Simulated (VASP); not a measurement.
# P (I4_1/amd) in VASP: notebook, part 2 of 2

VASP 6.6.1. The steps go on from the part before.

### 4 Relaxation of cell and atoms, PBE

INCAR reads:

```
SYSTEM = P
ALGO     = Normal         ! electronic algorithm
EDIFF    = 1E-7           ! SCF threshold, eV
EDIFFG   = -0.04          ! ionic threshold
ENCUT    = 600            ! plane-wave cutoff, eV
GGA      = PE             ! functional
IBRION   = 2              ! ionic algorithm
ISIF     = 3              ! what is computed and relaxed
ISMEAR   = 0              ! smearing method
LASPH    = .True.         ! aspherical terms in the spheres
LCHARG   = .False.        ! write CHGCAR
LREAL    = .False.        ! projectors in reciprocal space
LWAVE    = .False.        ! write WAVECAR
NELM     = 60             ! most SCF steps
NSW      = 90             ! ionic steps
PREC     = Accurate       ! precision mode
SIGMA    = 0.1            ! smearing width, eV
```

KPOINTS reads:

```
k-points
0
Gamma
  6 6 6
  0 0 0
```

POSCAR reads:

```
P
1.0
   -2.8377780300      2.8377780300      1.9649924100
    2.8377780300     -2.8377780300      1.9649924100
    2.8377780300      2.8377780300     -1.9649924100
P
6
Direct
    0.0000000000      0.0000000000      0.0000000000
    0.7500000000      0.2500000000      0.5000000000
    0.3750000000      0.6250000000      0.7500000000
    0.3750000000      0.1250000000      0.7500000000
    0.3750000000      0.6250000000      0.2500000000
    0.8750000000      0.6250000000      0.2500000000
```

Potentials or basis: VASP PAW PBE potentials, release 64 (P).

On the command line:

```bash
cat potpaw_PBE.64/P/POTCAR > POTCAR
mpirun -np 1 vasp_std > vasp.out
```

OUTCAR:

```text
SYSTEM = P
   EDIFF = 1E-7
   EDIFFG = -0.04
   ENCUT = 600
   GGA = PE
   IBRION = 2
   ISIF = 3
   ISMEAR = 0
   LASPH = .True.
   LREAL = .False.
   NELM = 60
   NSW = 90
   PREC = Accurate

 ion  position               nearest neighbor table
   1  0.000  0.000  0.000-   5 2.05   3 2.05   6 2.05   4 2.05   6 2.84   3 2.84   5 2.84   4 2.84

   2  0.750  0.250  0.500-   3 2.05   5 2.05   6 2.05   4 2.05   5 2.84   3 2.84   4 2.84   6 2.84

   3  0.375  0.625  0.750-   1 2.05   2 2.05   5 2.23   5 2.23   4 2.23   4 2.23   2 2.84   1 2.84
                             6 2.84   6 2.84
   4  0.375  0.125  0.750-   1 2.05   2 2.05   3 2.23   6 2.23   3 2.23   6 2.23   2 2.84   1 2.84
                             5 2.84   5 2.84
   5  0.375  0.625  0.250-   2 2.05   1 2.05   6 2.23   3 2.23   3 2.23   6 2.23   2 2.84   1 2.84
                             4 2.84   4 2.84
   6  0.875  0.625  0.250-   1 2.05   2 2.05   4 2.23   5 2.23   5 2.23   4 2.23   1 2.84   2 2.84
                             3 2.84   3 2.84

  LATTYP: Found a body centered tetragonal cell.
 ALAT       =     5.6755560600
 C/A-ratio  =     0.6924404901

  Lattice vectors:

 A1 = (  -2.8377780300,   2.8377780300,   1.9649924100)
 A2 = (   2.8377780300,  -2.8377780300,   1.9649924100)
 A3 = (   2.8377780300,   2.8377780300,  -1.9649924100)

Analysis of symmetry for initial positions (statically):
=====================================================================
 Subroutine PRICEL returns:
 Original cell was already a primitive cell.

 Routine SETGRP: Setting up the symmetry group for a
 body centered tetragonal supercell.

 Subroutine GETGRP returns: Found 16 space group operations
 (whereof  8 operations were pure point group operations)
 out of a pool of 16 trial point group operations.

The static configuration has the point symmetry D_2d.
 The point group associated with its full space group is D_4h.

Analysis of symmetry for dynamics (positions and initial velocities):
=====================================================================
 Subroutine PRICEL returns:
 Original cell was already a primitive cell.

 Routine SETGRP: Setting up the symmetry group for a
 body centered tetragonal supercell.

 Subroutine GETGRP returns: Found 16 space group operations
 (whereof  8 operations were pure point group operations)
 out of a pool of 16 trial point group operations.

The dynamic configuration has the point symmetry D_2d.
 The point group associated with its full space group is D_4h.

 Subroutine INISYM returns: Found 16 space group operations
 (whereof  8 operations are pure point group operations),
 and found     1 'primitive' translations

----------------------------------------------------------------------------------------

                                     Primitive cell

  volume of cell :      63.2962

  direct lattice vectors                    reciprocal lattice vectors
    -2.837778030  2.837778030  1.964992410     0.000000000  0.176194190  0.254453909
     2.837778030 -2.837778030  1.964992410     0.176194190  0.000000000  0.254453909
     2.837778030  2.837778030 -1.964992410     0.176194190  0.176194190  0.000000000

  length of vectors
     4.468463211  4.468463211  4.468463211     0.309501509  0.309501509  0.249176212

  position of ions in fractional coordinates (direct lattice)
     0.000000000  0.000000000  0.000000000
     0.750000000  0.250000000  0.500000000
     0.375000000  0.625000000  0.750000000
     0.375000000  0.125000000  0.750000000
     0.375000000  0.625000000  0.250000000
     0.875000000  0.625000000  0.250000000

  ion indices of the primitive-cell ions
   primitive index   ion index
                 1           1
                 2           2
                 3           3
                 4           4
                 5           5
                 6           6

----------------------------------------------------------------------------------------

 KPOINTS: k-points

Automatic generation of k-mesh.
 Grid dimensions read from file:
 generate k-points for:    6    6    6

 Generating k-lattice:

  Cartesian coordinates                     Fractional coordinates (reciprocal lattice)
     0.000000000  0.029365698  0.042408985     0.166666667  0.000000000  0.000000000
     0.029365698  0.000000000  0.042408985     0.000000000  0.166666667  0.000000000
     0.029365698  0.029365698  0.000000000     0.000000000  0.000000000  0.166666667

  Length of vectors
     0.051583585  0.051583585  0.041529369

  Shift w.r.t. Gamma in fractional coordinates (k-lattice)
     0.000000000  0.000000000  0.000000000

 Subroutine IBZKPT returns following result:
 ===========================================

 Found     30 irreducible k-points:

 Following reciprocal coordinates:
            Coordinates               Weight
  0.000000  0.000000  0.000000      1.000000
  0.166667  0.000000  0.000000      8.000000
  0.333333  0.000000 -0.000000      8.000000
  0.500000  0.000000  0.000000      4.000000
  0.166667  0.166667  0.000000      8.000000
  0.333333  0.166667 -0.000000     16.000000
[... 16 lines left out ...]
 -0.333333 -0.333333  0.166667      8.000000
 -0.166667 -0.333333  0.166667      8.000000
 [... further k-points ...]
   k-points           NKPTS =     30   k-points in BZ     NKDIM =     30   number of bands    NBANDS=     19
   number of dos      NEDOS =    301   number of ions     NIONS =      6
   total plane-waves  NPLWV =  46656
   dimension x,y,z NGX =    36 NGY =   36 NGZ =   36
   dimension x,y,z NGXF=    72 NGYF=   72 NGZF=   72
   ions per type =               6
   NGX,Y,Z   is equivalent  to a cutoff of  13.39, 13.39, 13.39 a.u.
   NGXF,Y,Z  is equivalent  to a cutoff of  26.79, 26.79, 26.79 a.u.
 SYSTEM =  P
   PREC   = accura    normal or accurate (medium, high low for compatibility)
   ISTART =      0    job   : 0-new  1-cont  2-samecut
   ICHARG =      2    charge: 1-file 2-atom 10-const
   ISPIN  =      1    spin polarized calculation?
   LNONCOLLINEAR =      F non collinear calculations
   LSORBIT =      F    spin-orbit coupling
   LASPH  =      T    aspherical Exc in radial PAW
   ENCUT  =  600.0 eV  44.10 Ry    6.64 a.u.   8.92  8.92  8.92*2*pi/ulx,y,z
   NELM   =     60;   NELMIN=  2; NELMDL= -5     # of ELM steps
   EDIFF  = 0.1E-06   stopping-criterion for ELM
   LREAL  =      F    real-space projection
   EDIFFG = -.4E-01   stopping-criterion for IOM
   NSW    =     90    number of steps for IOM
   IBRION =      2    ionic relax: 0-MD 1-quasi-New 2-CG
   NFREE  =      1    steps in history (QN), initial steepest desc. (CG)
   ISIF   =      3    stress and relaxation
   ISYM   =      2    0-nonsym 1-usesym 2-fastsym
   POTIM  = 0.5000    time-step for ionic-motion
   TEBEG  =    0.0;   TEEND  =   0.0 temperature during run
   PSTRESS=    0.0 pullay stress
   NELECT =      30.0000    total number of electrons
   NUPDOWN=      -1.0000    fix difference up-down
   EMIN   =  10.00;   EMAX   =-10.00  energy-range for DOS
   EFERMI =   0.00;   METHOD = LEGACY
   ISMEAR =     0;   SIGMA  =   0.10  broadening in eV -4-tet -1-fermi 0-gaus
   EFERMI_NEDOS =   21; number of points for ismear=-14 and -15
   IALGO  =     38    algorithm
   IMIX   =      4    mixing-type and parameters
     AMIX     =   0.40;   BMIX     =  1.00
     AMIX_MAG =   1.60;   BMIX_MAG =  1.00
  volume/ion in A,a.u.               =      10.55        71.19
  Fermi-wavevector in a.u.,A,eV,Ry     =   1.276407  2.412060 22.166831  1.629216
  Thomas-Fermi vector in A             =   2.409065
   LORBIT       =      0    0 simple, 1 ext, 2 COOP (PROOUT), +10 PAW based schemes
   GGA     = PE    functional components
   LHFCALC =     F    Hartree Fock is set to
   AEXX    =    0.0000 exact exchange contribution
   IVDW    =     0    specifies the selected vdW correction
   LEPSILON=     F    determine dielectric tensor
   LRPA    =     F    only Hartree local field effects (RPA)
 conjugate gradient relaxation of ions
 non-spin polarized calculation
 Gauss-broadening in eV      SIGMA  =   0.10
  energy-cutoff  :      600.00
  volume of cell :       63.30
 maximum number of plane-waves:      2128
   NGX = 17   NGY = 17   NGZ = 17

--------------------------------------- Ionic step        1  -------------------------------------------

 number of electron      29.9999994 magnetization

 Free energy of the ion-electron system (eV)
  ---------------------------------------------------
  ext. energy  EPLUGINS =         0.00000000
  ---------------------------------------------------
  free energy    TOTEN  =       -25.10485299 eV

  energy without entropy =      -25.10058977  energy(sigma->0) =      -25.10272138

 E-fermi :  14.8806     XC(G=0): -12.7092

 val. band max:       14.8664634922   @ k =   0.3333   0.0000  -0.0000
 cond. band min:      15.0576687108   @ k =   0.3333   0.3333  -0.0000
 fundamental gap:      0.1912052185
 Fermi energy:        14.8805592988

 k-point     1 :       0.0000    0.0000    0.0000
  band No.  band energies     occupation
      1      -5.7298      2.00000
      2       0.9573      2.00000
      3       2.5105      2.00000
      4       2.5105      2.00000
      5       5.3365      2.00000
      6       5.7699      2.00000
[... 1293 lines left out ...]
  energy  without entropy=      -30.8101777561  energy(sigma->0) =      -30.81470093

--------------------------------------- Ionic step        7  -------------------------------------------

 number of electron      30.0000003 magnetization

 Free energy of the ion-electron system (eV)
  ---------------------------------------------------
  ext. energy  EPLUGINS =         0.00000000
  ---------------------------------------------------
  free energy    TOTEN  =       -30.81960858 eV

  energy without entropy =      -30.81057787  energy(sigma->0) =      -30.81509322

 E-fermi :   9.0349     XC(G=0): -11.0778

 val. band max:        9.0245244576   @ k =  -0.3333   0.5000   0.1667
 cond. band min:       9.0837369097   @ k =   0.1667   0.1667   0.0000
 fundamental gap:      0.0592124521
 Fermi energy:         9.0348804954

 k-point     1 :       0.0000    0.0000    0.0000
  band No.  band energies     occupation
      1      -7.2816      2.00000
      2      -1.9155      2.00000
      3      -1.3570      2.00000
      4      -1.3570      2.00000
      5       0.9322      2.00000
      6       1.3815      2.00000
[... 552 lines left out ...]
  FREE ENERGIE OF THE ION-ELECTRON SYSTEM (eV)
  ---------------------------------------------------
  free  energy   TOTEN  =       -30.8196085760 eV

  energy  without entropy=      -30.8105778708  energy(sigma->0) =      -30.81509322

 reached required accuracy - stopping structural energy minimisation
```

It took 2.2 min on 1 thread of AMD EPYC 9R45 (Zen 5), shared host; peak memory 0.18 GiB.

Results:

| Item | Value |
| --- | --- |
| Free energy | -30.8196 eV |
| Relaxed volume | 15.16 Å³/atom |
| Relaxed cell | a = 4.993 Å, b = 4.993 Å, c = 4.993 Å, α = 102.63°, β = 102.63°, γ = 124.24° |
| Space group after relaxing (to 0.05 Å) | I4_1/amd (No. 141) |
| Energy gained by relaxing | 952.5 meV/atom |
| Ionic steps | 7 |
| Pressure after relaxing | 0.1 GPa |
| Band gap on the k mesh | zero (band 15 reaches 9.47 eV, above the bottom of band 16 at 7.81 eV) |

The path:
```tsv
step	energy change (eV)	largest force (eV/Å)	pressure (GPa)	volume (Å³)
1	0.0000	0.0000	85.75	63.30
2	-2.8697	0.0000	-16.65	129.89
3	-5.6973	0.0000	-1.17	92.57
4	-5.6992	0.0000	-0.46	91.91
5	-5.7142	0.0000	-0.39	91.46
6	-5.7144	0.0000	-0.38	91.41
7	-5.7148	0.0000	0.11	90.96
```

Final structure:
```
P
1.0
    -3.12080    3.12080    2.33483
     3.12080   -3.12080    2.33483
     3.12080    3.12080   -2.33483
P
6
Direct
  0.00000 0.00000 0.00000
  0.75000 0.25000 0.50000
  0.37500 0.62500 0.75000
  0.37500 0.12500 0.75000
  0.37500 0.62500 0.25000
  0.87500 0.62500 0.25000
```

Levels at points of the mesh, in eV from the Fermi level:
```tsv
k point	band 13	band 14	band 15	band 16	band 17	band 18
(0.00, 0.00, 0.00)	-3.19	-2.83	-2.83	0.31	2.13	4.61
(0.50, 0.00, 0.00)	-1.51	-1.05	-0.76	0.81	1.46	1.90
(0.50, 0.50, 0.00)	-1.27	-1.27	-1.22	-1.22	0.58	0.58
(0.50, 0.50, 0.50)	-1.36	-1.36	-0.72	-0.72	0.85	0.85
```

Caveat: the volume moved by over 15 % at a fixed basis, so the end points are rough.

### 5 The runs side by side

| task | cell | cutoff (eV) | gap on the mesh (eV) | pressure (GPa) |
| --- | --- | --- | --- | --- |
| single point | a = 4.468 Å, angles 101.1, 101.1, 127.8°, 6 atoms | 520 | none | 85.7 |
| single point | a = 5.000 Å, angles 102.6, 102.6, 124.3°, 6 atoms | 520 | none | -0.3 |
| relaxation of cell and atoms | relaxed from a = 4.468 Å, angles 101.1, 101.1, 127.8°, 6 atoms | 600 | none | 0.1 |

Alike in all rows: level PBE; potentials or basis VASP PAW PBE potentials, release 64 (P); no spin polarisation; k mesh 6 × 6 × 6; smearing gaussian 0.1 eV.

Caveats: the volume moved by over 15 % at a fixed basis, so the end points are rough (some runs).

Total energies depend on the potentials used, so only differences within one code and one set of settings carry meaning.
